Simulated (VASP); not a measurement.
Write the native input for VASP 6.6.1 that does the following.

```yaml
Task: single point
Functional: RPBE
Potentials_or_basis: VASP PAW PBE potentials, release 64 (Ta_pv)
Cutoff: 520 eV
k_mesh: 14 × 14 × 4
Occupations: fermi-dirac, width 0.1 eV
Spin: no spin polarisation
Dipole_correction: no
Further_INCAR_settings: ALGO = Normal; EDIFF = 1e-06; NBANDS = 30
```

The structure of Ta lies in POSCAR:

```
Ta
1.0
    2.9990801592      0.0000000000      0.0000000000
   -1.4995400796      2.5972796059      0.0000000000
    0.0000000000      0.0000000000     10.2150913586
Ta
4
Direct
    1.0000000000      1.0000000000      1.0000000000
    1.0000000000      1.0000000000      0.5000000000
    0.3333333333      0.6666666667      0.2500000000
    0.6666666667      0.3333333333      0.7500000000
```

This isn't the form of Ta at room conditions, which is bcc.

One way to write it, as run:

INCAR

```
SYSTEM = Ta
ALGO = Normal ; EDIFF = 1E-6
ENCUT = 520 ; GGA = RP
ISIF = 2 ; ISMEAR = -1
LASPH = .True. ; LCHARG = .False.
LREAL = .False. ; LWAVE = .False.
NBANDS = 30 ; NELM = 100
PREC = Accurate ; SIGMA = 0.1
```

KPOINTS

```
k-points
0
Gamma
  14 14 4
  0 0 0
```

Potentials or basis: VASP PAW PBE potentials, release 64 (Ta_pv).

The run is started by

```sh
$ cat potpaw_PBE.64/Ta_pv/POTCAR > POTCAR
$ mpirun -np 1 vasp_std > vasp.out
```

It gave:

- Pressure: -6.7 GPa
- Band gap on the k mesh: zero (bands 22 and 23 overlap by 1.03 eV)

Caveat: the cell stands under tension; the PAW data sets were made with another functional, which shifts forces and pressure a little; spin-orbit coupling is left out, which moves the levels of the heavy elements.

Wall time 69 s on 1 thread of Intel(R) Xeon(R) 6975P-C (Granite Rapids) (shared host), peak memory 0.27 GiB.
